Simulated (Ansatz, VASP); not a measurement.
**Two plane-wave programs on TaN**

```
Ta N
1.0
    -1.55917    1.55917    5.27395
     1.55917   -1.55917    5.27395
     1.55917    1.55917   -5.27395
Ta N
2 2
Direct
  0.74890 0.74890 0.00000
  0.49890 0.99890 0.50000
  0.16710 0.16710 0.00000
  0.91710 0.41710 0.50000
```

Alike in both runs: task relaxation of cell and atoms; functional PBE; k mesh 8 × 8 × 8; occupations gaussian, width 0.1 eV; no spin polarisation.

|  | VASP | Ansatz |
| --- | --- | --- |
| version | VASP 6.6.1 | Ansatz 0.2.0 |
| potentials or method | VASP PAW PBE potentials, release 64 (Ta_pv, N), cutoff 600 eV | scalar-relativistic, plane waves, PAW |
| valence electrons in the cell | 32 | 36 |

|  | VASP | Ansatz | Ansatz less VASP |
| --- | --- | --- | --- |
| gap on the k mesh at the Fermi level, each at its own relaxed structure (eV) | 0.93 | 0.93 | +0.003 |
| relaxed volume (Å³/atom) | 10.94 | 10.94 | +0.005 |
| relaxed cell length with the largest relative difference (Å) | 5.543 | 5.545 | +0.0016 |

VASP's potentials hold 32 valence electrons a cell and Ansatz's 36, so a difference there can come from the potentials and not from the codes.

Spin-orbit coupling is off throughout.
